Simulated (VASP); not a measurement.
## C: single point with PBEsol+D3(BJ)

The system is C.

```
C
1.0
     2.45801   -0.27653    0.00000
    -1.46848    2.26696    0.00000
     0.00000    0.00000    6.92551
C
4
Direct
  0.00000 0.00000 0.00250
  0.00000 0.00000 0.50250
  0.33333 0.66667 0.00250
  0.66667 0.33333 0.50250
```

This cell differs from its parent crystal: engineering shear strain xy -0.2250, normal strain along z +0.0525.

```
Program             : VASP 6.6.1
Task                : single point
Functional          : PBEsol
Dispersion          : D3(BJ)
Potentials or basis : VASP PAW PBE potentials, release 64 (C)
Cutoff              : 520 eV
k mesh              : 18 × 18 × 6
Occupations         : gaussian, width 0.15 eV
Spin                : no spin polarisation
```

- Pressure: 19.9 GPa
- Largest force: 3.739 eV/Å
- Band gap on the k mesh: 0.42 eV, indirect (least direct gap 0.55 eV)
- Dispersion energy per atom: -0.097 eV

Forces in eV/Å, atoms in the order of the input:
```
C    3.393  1.531  0.000
C   -3.393 -1.531  0.000
C   -3.410 -1.534  0.000
C    3.410  1.534  0.000
```

Stress tensor (GPa, compression positive):
```
 31.76 104.08   0.00
104.08  29.36   0.00
  0.00   0.00  -1.31
```

Levels at points of the mesh, in eV from the valence-band top:
```tsv
k point	band 5	band 6	band 7	band 8	band 9	band 10	band 11	band 12
(0.00, 0.00, 0.00)	-4.00	-3.97	-2.12	-2.11	3.58	4.47	4.53	9.19
(0.50, 0.00, 0.00)	-8.29	-8.24	-0.99	-0.45	1.12	1.29	2.96	3.27
(0.00, 0.50, 0.00)	-6.08	-6.06	-2.87	-2.30	1.55	2.21	7.54	7.81
(0.50, 0.50, 0.00)	-4.53	-4.00	-3.98	-3.95	1.07	2.05	9.19	9.59
(0.00, 0.00, 0.50)	-3.98	-3.98	-2.12	-2.12	4.50	4.50	5.92	5.92
(0.50, 0.00, 0.50)	-8.27	-8.27	-0.63	-0.63	1.06	1.06	3.12	3.12
(0.00, 0.50, 0.50)	-6.07	-6.07	-2.54	-2.54	1.73	1.73	7.68	7.68
(0.50, 0.50, 0.50)	-4.21	-4.21	-3.99	-3.99	1.35	1.35	11.28	11.28
```

It took 5.3 min on 1 thread of Intel(R) Xeon(R) Platinum 8259CL CPU @ 2.50GHz (Skylake/Cascade Lake) (shared host), peak memory 0.37 GiB.

Caveat: the cell differs from its parent crystal (engineering shear strain xy -0.2250, normal strain along z +0.0525); the PAW data sets were made with another functional, which shifts forces and pressure a little. A k mesh can miss the band edges.
